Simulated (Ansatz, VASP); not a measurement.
# One calculation of Ti, two programs

The input INCAR:

```
SYSTEM = Ti
  PREC = Accurate
  ENCUT = 600
  EDIFF = 1E-6
  ISMEAR = 0
  SIGMA = 0.3
  LREAL = .False.
  LASPH = .True.
  NELM = 80
  ALGO = Normal
  ISIF = 3
  LWAVE = .False.
  LCHARG = .False.
  IBRION = 2
  NSW = 80
  EDIFFG = -0.002
```

KPOINTS

```
Automatic mesh
0
Gamma
  20 20 12
  0 0 0
```

File POSCAR:

```
Ti
1.0
    2.9500000000      0.0000000000      0.0000000000
   -1.4750000000      2.5547749412      0.0000000000
    0.0000000000      0.0000000000      4.6800000000
Ti
2
Direct
    0.3333333333      0.6666666667      0.2500000000
    0.6666666667      0.3333333333      0.7500000000
```

Input for Ansatz:

```yaml
crystal:
  lattice:
    - [2.95, 0.0, 0.0]
    - [-1.475, 2.5547749412, 0.0]
    - [0.0, 0.0, 4.68]
  atoms:
    - { symbol: Ti, position: [0.3333333333, 0.6666666667, 0.25] }
    - { symbol: Ti, position: [0.6666666667, 0.3333333333, 0.75] }
scf:
  occupations: { method: gaussian, width: 0.3 }
output:
  forces: true
  stress: true
hamiltonian:
  xc: lda
kpoints:
  mp_grid: { grid: [20, 20, 12] }
relax:
  f_tol: 0.002
  cell: { stress_tol: 0.02 }
```

Alike in both runs: task relaxation of cell and atoms; functional LDA; k mesh 20 × 20 × 12; occupations gaussian, width 0.3 eV; no spin polarisation.

|  | VASP | Ansatz |
| --- | --- | --- |
| version | VASP 6.6.1 | Ansatz 0.2.0 |
| potentials or method | VASP PAW LDA potentials, release 64 (Ti_sv) | scalar-relativistic, plane waves, PAW |
| plane-wave cutoff (eV) | 600 | 420 |
| valence electrons in the cell | 24 | 24 |

Ansatz gave:

| Quantity | Value |
| --- | --- |
| relaxed volume (Å³/atom) | 16.13 |
| relaxed cell length with the largest relative difference (Å) | 2.864 |

Estimate VASP's values.

relaxed volume (Å³/atom): 16.10; relaxed cell length with the largest relative difference (Å): 2.863.

LDA's correlation is that of Perdew and Zunger in VASP and of Perdew and Wang (1992) in Ansatz.
